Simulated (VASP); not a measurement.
# CdTe (F-43m) in VASP: further runs

Runs on CdTe. Level: PBE. Tasks: single point.

Everything below comes from runs of VASP 6.6.1. Logs are shortened: lines on timing, memory, paths and dates and some standing lists are left out, and cuts for length are marked.

### Step 1. The cell of the first run

The structure is cubic, space group F-43m (No. 216). The conventional cell has a = 6.560 Å, b = 6.560 Å, c = 6.560 Å, α = 90.00°, β = 90.00°, γ = 90.00°. Cd (site symmetry -43m) has 4 Te at 2.84 Å within 3.7 Å. Te (site symmetry -43m) has 4 Cd at 2.84 Å within 3.7 Å.

### Step 2. Single point, PBE

INCAR reads:

```
SYSTEM = CdTe
PREC = Accurate
ENCUT = 520
EDIFF = 1E-6
ISMEAR = 0
SIGMA = 0.01
LREAL = .False.
LASPH = .True.
NELM = 80
ALGO = Normal
ISIF = 2
LWAVE = .False.
LCHARG = .False.
GGA = PE
NBANDS = 16
```

KPOINTS reads:

```
regular mesh
0
Gamma
  6 6 6
  0 0 0
```

POSCAR reads:

```
CdTe
1.0
    0.0000000000      3.2799551171      3.2799551171
    3.2799551171      0.0000000000      3.2799551171
    3.2799551171      3.2799551171      0.0000000000
Cd Te
1 1
Direct
    0.0000000000      0.0000000000      0.0000000000
    0.2500000000      0.2500000000      0.2500000000
```

Potentials or basis: VASP PAW PBE potentials, release 64 (Cd, Te).

Command:

```bash
> cat potpaw_PBE.64/Cd/POTCAR potpaw_PBE.64/Te/POTCAR > POTCAR
> mpirun -np 1 vasp_std > vasp.out
```

OUTCAR:

```text
SYSTEM = CdTe
   PREC = Accurate
   ENCUT = 520
   EDIFF = 1E-6
   ISMEAR = 0
   LREAL = .False.
   LASPH = .True.
   NELM = 80
   ISIF = 2
   GGA = PE

 ion  position               nearest neighbor table
   1  0.000  0.000  0.000-   2 2.84   2 2.84   2 2.84   2 2.84
   2  0.250  0.250  0.250-   1 2.84   1 2.84   1 2.84   1 2.84

  LATTYP: Found a face centered cubic cell.
 ALAT       =     6.5599102342

  Lattice vectors:

 A1 = (   0.0000000000,   3.2799551171,   3.2799551171)
 A2 = (   3.2799551171,   0.0000000000,   3.2799551171)
 A3 = (   3.2799551171,   3.2799551171,   0.0000000000)

Analysis of symmetry for initial positions (statically):
=====================================================================
 Subroutine PRICEL returns:
 Original cell was already a primitive cell.

 Routine SETGRP: Setting up the symmetry group for a
 face centered cubic supercell.

 Subroutine GETGRP returns: Found 24 space group operations
 (whereof 24 operations were pure point group operations)
 out of a pool of 48 trial point group operations.

The static configuration has the point symmetry T_d .

Analysis of symmetry for dynamics (positions and initial velocities):
=====================================================================
 Subroutine PRICEL returns:
 Original cell was already a primitive cell.

 Routine SETGRP: Setting up the symmetry group for a
 face centered cubic supercell.

 Subroutine GETGRP returns: Found 24 space group operations
 (whereof 24 operations were pure point group operations)
 out of a pool of 48 trial point group operations.

The dynamic configuration has the point symmetry T_d .

 Subroutine INISYM returns: Found 24 space group operations
 (whereof 24 operations are pure point group operations),
 and found     1 'primitive' translations

----------------------------------------------------------------------------------------

                                     Primitive cell

  volume of cell :      70.5722

  direct lattice vectors                    reciprocal lattice vectors
     0.000000000  3.279955117  3.279955117    -0.152441110  0.152441110  0.152441110
     3.279955117  0.000000000  3.279955117     0.152441110 -0.152441110  0.152441110
     3.279955117  3.279955117  0.000000000     0.152441110  0.152441110 -0.152441110

  length of vectors
     4.638557011  4.638557011  4.638557011     0.264035748  0.264035748  0.264035748

  position of ions in fractional coordinates (direct lattice)
     0.000000000  0.000000000  0.000000000
     0.250000000  0.250000000  0.250000000

  ion indices of the primitive-cell ions
   primitive index   ion index
                 1           1
                 2           2

----------------------------------------------------------------------------------------

 KPOINTS: regular mesh

Automatic generation of k-mesh.
 Grid dimensions read from file:
 generate k-points for:    6    6    6

 Generating k-lattice:

  Cartesian coordinates                     Fractional coordinates (reciprocal lattice)
    -0.025406852  0.025406852  0.025406852     0.166666667  0.000000000  0.000000000
     0.025406852 -0.025406852  0.025406852     0.000000000  0.166666667  0.000000000
     0.025406852  0.025406852 -0.025406852     0.000000000  0.000000000  0.166666667

  Length of vectors
     0.044005958  0.044005958  0.044005958

  Shift w.r.t. Gamma in fractional coordinates (k-lattice)
     0.000000000  0.000000000  0.000000000

 Subroutine IBZKPT returns following result:
 ===========================================

 Found     16 irreducible k-points:

 Following reciprocal coordinates:
            Coordinates               Weight
  0.000000  0.000000  0.000000      1.000000
  0.166667  0.000000  0.000000      8.000000
  0.333333  0.000000  0.000000      8.000000
  0.500000  0.000000  0.000000      4.000000
  0.166667  0.166667  0.000000      6.000000
  0.333333  0.166667  0.000000     24.000000
[... 8 lines left out ...]
 -0.333333  0.333333  0.166667     24.000000
 -0.333333  0.500000  0.166667     12.000000
   k-points           NKPTS =     16   k-points in BZ     NKDIM =     16   number of bands    NBANDS=     16
   number of dos      NEDOS =    301   number of ions     NIONS =      2
   total plane-waves  NPLWV =  46656
   dimension x,y,z NGX =    36 NGY =   36 NGZ =   36
   dimension x,y,z NGXF=    72 NGYF=   72 NGZF=   72
   ions per type =               1   1
   NGX,Y,Z   is equivalent  to a cutoff of  12.90, 12.90, 12.90 a.u.
   NGXF,Y,Z  is equivalent  to a cutoff of  25.80, 25.80, 25.80 a.u.
 SYSTEM =  CdTe
   PREC   = accura    normal or accurate (medium, high low for compatibility)
   ISTART =      0    job   : 0-new  1-cont  2-samecut
   ICHARG =      2    charge: 1-file 2-atom 10-const
   ISPIN  =      1    spin polarized calculation?
   LNONCOLLINEAR =      F non collinear calculations
   LSORBIT =      F    spin-orbit coupling
   LASPH  =      T    aspherical Exc in radial PAW
   ENCUT  =  520.0 eV  38.22 Ry    6.18 a.u.   8.62  8.62  8.62*2*pi/ulx,y,z
   NELM   =     80;   NELMIN=  2; NELMDL= -5     # of ELM steps
   EDIFF  = 0.1E-05   stopping-criterion for ELM
   LREAL  =      F    real-space projection
   EDIFFG = 0.1E-04   stopping-criterion for IOM
   NSW    =      0    number of steps for IOM
   IBRION =     -1    ionic relax: 0-MD 1-quasi-New 2-CG
   NFREE  =      0    steps in history (QN), initial steepest desc. (CG)
   ISIF   =      2    stress and relaxation
   ISYM   =      2    0-nonsym 1-usesym 2-fastsym
   POTIM  = 0.5000    time-step for ionic-motion
   TEBEG  =    0.0;   TEEND  =   0.0 temperature during run
   PSTRESS=    0.0 pullay stress
   NELECT =      18.0000    total number of electrons
   NUPDOWN=      -1.0000    fix difference up-down
   EMIN   =  10.00;   EMAX   =-10.00  energy-range for DOS
   EFERMI =   0.00;   METHOD = LEGACY
   ISMEAR =     0;   SIGMA  =   0.01  broadening in eV -4-tet -1-fermi 0-gaus
   EFERMI_NEDOS =   21; number of points for ismear=-14 and -15
   IALGO  =     38    algorithm
   IMIX   =      4    mixing-type and parameters
     AMIX     =   0.40;   BMIX     =  1.00
     AMIX_MAG =   1.60;   BMIX_MAG =  1.00
  volume/ion in A,a.u.               =      35.29       238.12
  Fermi-wavevector in a.u.,A,eV,Ry     =   1.038216  1.961944 14.665621  1.077893
  Thomas-Fermi vector in A             =   2.172690
   LORBIT       =      0    0 simple, 1 ext, 2 COOP (PROOUT), +10 PAW based schemes
   GGA     = PE    functional components
   LHFCALC =     F    Hartree Fock is set to
   AEXX    =    0.0000 exact exchange contribution
   IVDW    =     0    specifies the selected vdW correction
   LEPSILON=     F    determine dielectric tensor
   LRPA    =     F    only Hartree local field effects (RPA)
 non-spin polarized calculation
 Gauss-broadening in eV      SIGMA  =   0.01
  energy-cutoff  :      520.00
  volume of cell :       70.57
 maximum number of plane-waves:      1917
 NGX is ok and might be reduce to    36
   NGX = 17   NGY = 17   NGZ = 17

 number of electron      18.0000006 magnetization

 Free energy of the ion-electron system (eV)
  ---------------------------------------------------
  ext. energy  EPLUGINS =         0.00000000
  ---------------------------------------------------
  free energy    TOTEN  =        -4.79981618 eV

  energy without entropy =       -4.79981618  energy(sigma->0) =       -4.79981618

 E-fermi :   2.1014     XC(G=0):  -8.4232

 val. band max:        2.0266474920   @ k =   0.0000   0.0000   0.0000
 cond. band min:       2.6866561193   @ k =   0.0000   0.0000   0.0000
 fundamental gap:      0.6600086274
 Fermi energy:         2.1014433644

 k-point     1 :       0.0000    0.0000    0.0000
  band No.  band energies     occupation
      1      -8.9448      2.00000
      2      -6.1445      2.00000
      3      -6.1445      2.00000
      4      -6.1445      2.00000
      5      -5.9102      2.00000
      6      -5.9102      2.00000
[... 8 lines left out ...]
     15      11.3190      0.00000
     16      11.3190      0.00000

 k-point     2 :       0.1667    0.0000    0.0000
  band No.  band energies     occupation
      1      -8.8534      2.00000
      2      -6.1278      2.00000
      3      -6.1278      2.00000
      4      -6.0646      2.00000
      5      -5.9112      2.00000
      6      -5.9112      2.00000
[... 8 lines left out ...]
     15      10.4828      0.00000
     16      10.4828      0.00000

 k-point     3 :       0.3333    0.0000    0.0000
  band No.  band energies     occupation
      1      -8.6711      2.00000
      2      -6.0989      2.00000
      3      -6.0989      2.00000
      4      -5.9075      2.00000
      5      -5.9075      2.00000
      6      -5.8061      2.00000
[... 8 lines left out ...]
     15      10.8669      0.00000
     16      10.8669      0.00000

 k-point     4 :       0.5000    0.0000    0.0000
  band No.  band energies     occupation
      1      -8.5820      2.00000
      2      -6.0876      2.00000
      3      -6.0876      2.00000
      4      -5.9021      2.00000
      5      -5.9021      2.00000
      6      -5.5860      2.00000
[... 8 lines left out ...]
     15      12.2466      0.00000
     16      12.2466      0.00000

 k-point     5 :       0.1667    0.1667    0.0000
  band No.  band energies     occupation
      1      -8.8232      2.00000
      2      -6.1107      2.00000
      3      -6.1107      2.00000
      4      -6.0638      2.00000
      5      -5.9170      2.00000
      6      -5.9033      2.00000
[... 8 lines left out ...]
     15      11.1331      0.00000
     16      11.5581      0.00000

 k-point     6 :       0.3333    0.1667    0.0000
  band No.  band energies     occupation
      1      -8.6724      2.00000
      2      -6.0879      2.00000
      3      -6.0782      2.00000
      4      -5.9516      2.00000
      5      -5.8980      2.00000
      6      -5.8319      2.00000
[... 8 lines left out ...]
     15      11.7157      0.00000
     16      11.7564      0.00000

 k-point     7 :       0.5000    0.1667    0.0000
  band No.  band energies     occupation
      1      -8.5549      2.00000
      2      -6.0745      2.00000
      3      -6.0642      2.00000
      4      -5.9239      2.00000
      5      -5.8994      2.00000
      6      -5.5620      2.00000
[... 8 lines left out ...]
     15      11.9573      0.00000
     16      12.3281      0.00000

 k-point     8 :      -0.3333    0.1667    0.0000
  band No.  band energies     occupation
      1      -8.5838      2.00000
      2      -6.0769      2.00000
      3      -6.0755      2.00000
      4      -5.9130      2.00000
      5      -5.9116      2.00000
      6      -5.6352      2.00000
[... 8 lines left out ...]
     15      11.1526      0.00000
     16      12.2983      0.00000

 k-point     9 :      -0.1667    0.1667    0.0000
  band No.  band energies     occupation
      1      -8.7321      2.00000
      2      -6.1087      2.00000
      3      -6.0955      2.00000
      4      -5.9466      2.00000
      5      -5.9186      2.00000
      6      -5.8861      2.00000
[... 8 lines left out ...]
     15      10.9478      0.00000
     16      11.7166      0.00000

 k-point    10 :       0.3333    0.3333    0.0000
  band No.  band energies     occupation
      1      -8.5848      2.00000
      2      -6.0379      2.00000
      3      -6.0379      2.00000
      4      -5.9867      2.00000
      5      -5.8895      2.00000
      6      -5.7238      2.00000
[... 8 lines left out ...]
     15      12.2183      0.00000
     16      13.8509      0.00000

 k-point    11 :       0.5000    0.3333    0.0000
  band No.  band energies     occupation
      1      -8.4997      2.00000
      2      -6.0351      2.00000
      3      -6.0190      2.00000
      4      -5.9672      2.00000
      5      -5.8903      2.00000
      6      -5.5004      2.00000
[... 8 lines left out ...]
     15      12.6087      0.00000
     16      13.3219      0.00000

 k-point    12 :      -0.3333    0.3333    0.0000
  band No.  band energies     occupation
      1      -8.5001      2.00000
      2      -6.0527      2.00000
      3      -6.0361      2.00000
      4      -5.9338      2.00000
      5      -5.9055      2.00000
      6      -5.4481      2.00000
[... 8 lines left out ...]
     15      10.9838      0.00000
     16      14.1203      0.00000

 k-point    13 :       0.5000    0.5000    0.0000
  band No.  band energies     occupation
      1      -8.4716      2.00000
      2      -5.9998      2.00000
      3      -5.9984      2.00000
      4      -5.9984      2.00000
      5      -5.8826      2.00000
      6      -5.4585      2.00000
[... 8 lines left out ...]
     15      12.7730      0.00000
     16      13.4668      0.00000

 k-point    14 :       0.5000    0.3333    0.1667
  band No.  band energies     occupation
      1      -8.5560      2.00000
      2      -6.0588      2.00000
      3      -6.0514      2.00000
      4      -5.9455      2.00000
      5      -5.8986      2.00000
      6      -5.6124      2.00000
[... 8 lines left out ...]
     15      12.1903      0.00000
     16      13.2830      0.00000

 k-point    15 :      -0.3333    0.3333    0.1667
  band No.  band energies     occupation
      1      -8.5001      2.00000
      2      -6.0515      2.00000
      3      -6.0385      2.00000
      4      -5.9314      2.00000
      5      -5.9069      2.00000
      6      -5.4476      2.00000
[... 8 lines left out ...]
     15      12.4083      0.00000
     16      13.0763      0.00000

 k-point    16 :      -0.3333    0.5000    0.1667
  band No.  band energies     occupation
      1      -8.4727      2.00000
      2      -6.0265      2.00000
      3      -6.0249      2.00000
      4      -5.9521      2.00000
      5      -5.8982      2.00000
      6      -5.4048      2.00000
[... 8 lines left out ...]
     15      12.9443      0.00000
     16      13.2704      0.00000

------------------------ aborting loop because EDIFF is reached ----------------------------------------

  FORCE on cell =-STRESS in cart. coord.  units (eV):
  Direction    XX          YY          ZZ          XY          YZ          ZX
  --------------------------------------------------------------------------------------
  -------------------------------------------------------------------------------------
  Total        0.4992600      0.4992600      0.4992600     -0.0000000      0.0000000     -0.0000000
  in kB       11.3345337     11.3345337     11.3345337     -0.0000000      0.0000000     -0.0000000
  external PRESSURE =      11.3345337 kB  Pullay stress =       0.0000000 kB

 VOLUME and BASIS-vectors are now :
 -----------------------------------------------------------------------------
  energy-cutoff  :      520.00
  volume of cell :       70.57
      direct lattice vectors                 reciprocal lattice vectors
     0.000000000  3.279955117  3.279955117    -0.152441110  0.152441110  0.152441110
     3.279955117  0.000000000  3.279955117     0.152441110 -0.152441110  0.152441110
     3.279955117  3.279955117  0.000000000     0.152441110  0.152441110 -0.152441110

 POSITION                                       TOTAL-FORCE (eV/Angst)
 -----------------------------------------------------------------------------------
      0.00000      0.00000      0.00000        -0.000000     -0.000000     -0.000000
      1.63998      1.63998      1.63998         0.000000      0.000000      0.000000
 -----------------------------------------------------------------------------------
    total drift:                               -0.000000     -0.000000     -0.000000

  FREE ENERGIE OF THE ION-ELECTRON SYSTEM (eV)
  ---------------------------------------------------
  free  energy   TOTEN  =        -4.7998161841 eV

  energy  without entropy=       -4.7998161841  energy(sigma->0) =       -4.79981618
```

It took 7.3 s on 1 thread of Intel Xeon 6975P-C (Granite Rapids), shared host; peak memory 0.21 GiB.

Results:

* Free energy: -4.7998 eV
* Pressure: 1.1 GPa
* Band gap on the k mesh: 0.66 eV, direct

Levels at points of the mesh, in eV from the valence-band top:
| k point | band 5 | band 6 | band 7 | band 8 | band 9 | band 10 | band 11 | band 12 | band 13 | band 14 |
| --- | --- | --- | --- | --- | --- | --- | --- | --- | --- | --- |
| (0.00, 0.00, 0.00) | -7.94 | -7.94 | 0.00 | 0.00 | 0.00 | 0.66 | 4.62 | 4.62 | 4.62 | 7.41 |
| (0.50, 0.00, 0.00) | -7.93 | -7.61 | -4.22 | -0.72 | -0.72 | 1.78 | 5.20 | 5.20 | 7.05 | 8.52 |
| (0.50, 0.50, 0.00) | -7.91 | -7.49 | -4.14 | -1.74 | -1.74 | 2.67 | 2.68 | 8.65 | 8.95 | 8.95 |

Caveat: spin-orbit coupling is left out, which moves the levels of the heavy elements. A hybrid or GW would open this gap; PBE tends to underestimate it.

(Continued in part 2 of 3.)
